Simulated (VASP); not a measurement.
Write the native input for VASP 6.6.1 that does the following.

```
Task                   : relaxation of cell and atoms
Functional             : PBE
Potentials or basis    : VASP PAW PBE potentials, release 64 (Sc_sv, Ga_d, N)
Cutoff                 : 600 eV
k mesh                 : 6 × 6 × 6
Occupations            : gaussian, width 0.1 eV
Spin                   : no spin polarisation
Dipole correction      : no
Further INCAR settings : ALGO = Normal; EDIFF = 1e-06; IBRION = 2; EDIFFG = -0.04; NSW = 90; ISIF = 3
```

The structure of ScGa3N2 lies in POSCAR:

```
ScGa3N2
1.0
    5.3111668737      0.0000000000      0.0000000000
   -2.6555834369      4.5996054364      0.0000000000
    0.0000000000      0.0000000000      3.2957821830
Sc Ga N
1 3 2
Direct
    0.0000000000      0.0000000000      0.0000000000
    0.5000000000      0.0000000000      0.5000000000
    0.0000000000      0.5000000000      0.5000000000
    0.5000000000      0.5000000000      0.5000000000
    0.3333333333      0.6666666667      0.0000000000
    0.6666666667      0.3333333333      0.0000000000
```

One way to write it, as run:

INCAR

```
PREC     = Accurate       # precision mode
ENCUT    = 600            # plane-wave cutoff, eV
EDIFF    = 1E-6           # SCF threshold, eV
ISMEAR   = 0              # smearing method
SIGMA    = 0.1            # smearing width, eV
LREAL    = False          # projectors in reciprocal space
LASPH    = True           # aspherical terms in the spheres
NELM     = 80             # most SCF steps
ALGO     = Normal         # electronic algorithm
ISIF     = 3              # what is computed and relaxed
LWAVE    = False          # write WAVECAR
LCHARG   = False          # write CHGCAR
GGA      = PE             # functional
IBRION   = 2              # ionic algorithm
NSW      = 90             # ionic steps
EDIFFG   = -0.04          # ionic threshold
```

KPOINTS

```
regular mesh
0
Gamma
  6 6 6
```

Potentials or basis: VASP PAW PBE potentials, release 64 (Sc_sv, Ga_d, N).

Run with:

```sh
$ cat potpaw_PBE.64/Sc_sv/POTCAR potpaw_PBE.64/Ga_d/POTCAR potpaw_PBE.64/N/POTCAR > POTCAR
$ mpirun -np 1 vasp_std > vasp.out
```

Results of the run:

```json
{
 "Relaxed volume": "13.59 Å³/atom",
 "Relaxed cell": "a = 5.430 Å, b = 5.430 Å, c = 3.193 Å, α = 90.00°, β = 90.00°, γ = 120.00°",
 "Space group after relaxing (to 0.05 Å)": "P6/mmm (No. 191)",
 "Energy gained by relaxing": "4.5 meV/atom",
 "Ionic steps": "5",
 "Pressure after relaxing": "0.2 GPa",
 "Band gap on the k mesh": "zero (band 30 reaches 7.75 eV, above the bottom of band 31 at 4.71 eV)"
}
```

It took 14 min on 1 thread of AMD EPYC 7R13, on a shared host, peak memory 0.25 GiB.
